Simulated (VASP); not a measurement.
A run of VASP 6.6.1:

Contents of INCAR:

```
SYSTEM = Be2Cu11Ni3
ALGO     = Normal         ! electronic algorithm
EDIFF    = 1E-6           ! SCF threshold, eV
ENCUT    = 520            ! plane-wave cutoff, eV
GGA      = PE             ! functional
ISIF     = 2              ! what is computed and relaxed
ISMEAR   = -1             ! smearing method
ISYM     = 0            
LASPH    = .True.         ! aspherical terms in the spheres
LCHARG   = .False.        ! write CHGCAR
LREAL    = Auto         
LWAVE    = .False.        ! write WAVECAR
NBANDS   = 92             ! bands
NELM     = 60             ! most SCF steps
PREC     = Accurate       ! precision mode
SIGMA    = 0.0724         ! smearing width, eV
```

KPOINTS

```
Automatic mesh
0
Gamma
  1 1 1
  0.25 0.25 0.25
```

Contents of POSCAR:

```
Be2Cu11Ni3
1.0
    5.6151810000     -0.1125830000     -0.0418010000
   -0.1125830000      5.6341360000     -0.0260090000
   -0.0418010000     -0.0260090000      5.8223430000
Cu Ni Be
11 3 2
Direct
    0.8512123853      0.0617951082      0.7381290930
    0.1121761184      0.7849356958      0.9145425590
    0.3434767088      1.0192785813      0.2423972766
    0.6091865058      0.2855527431      0.9774672407
    0.4128406131      0.0094788043      0.7178683366
    0.9184035839      0.5148597837      0.1974090459
    0.6366809618      0.7487794981      0.9832778500
    0.6422859716      0.2950159958      0.4489892243
    0.6199148995      0.7427690571      0.4468839680
    0.3508133210      0.5370067834      0.1878055548
    0.1330479573      0.2910390910      0.5192772348
    0.3781138224      0.5184873802      0.7412905550
    0.9241385168      0.1107696500      0.2148097290
    0.0418426118      0.7950533623      0.5012881594
    0.8835017114      0.4775754310      0.7250818982
    0.1577631554      0.2376782413      0.9185699693
```

Potentials or basis: VASP PAW PBE potentials, release 64 (Cu, Ni, Be).

Command:

```sh
$ cat potpaw_PBE.64/Cu/POTCAR potpaw_PBE.64/Ni/POTCAR potpaw_PBE.64/Be/POTCAR > POTCAR
$ mpirun -np 1 vasp_std > vasp.out
```

Hardware: 1 thread of Intel(R) Xeon(R) Platinum 8259CL CPU @ 2.50GHz (Skylake/Cascade Lake) (shared host).

Task: How long does it take, and how much memory?

Result: Wall time 77 s on 1 thread of Intel(R) Xeon(R) Platinum 8259CL CPU @ 2.50GHz (Skylake/Cascade Lake), on a shared host, peak memory 0.28 GiB. Counts: scf iterations 22, k points 1.
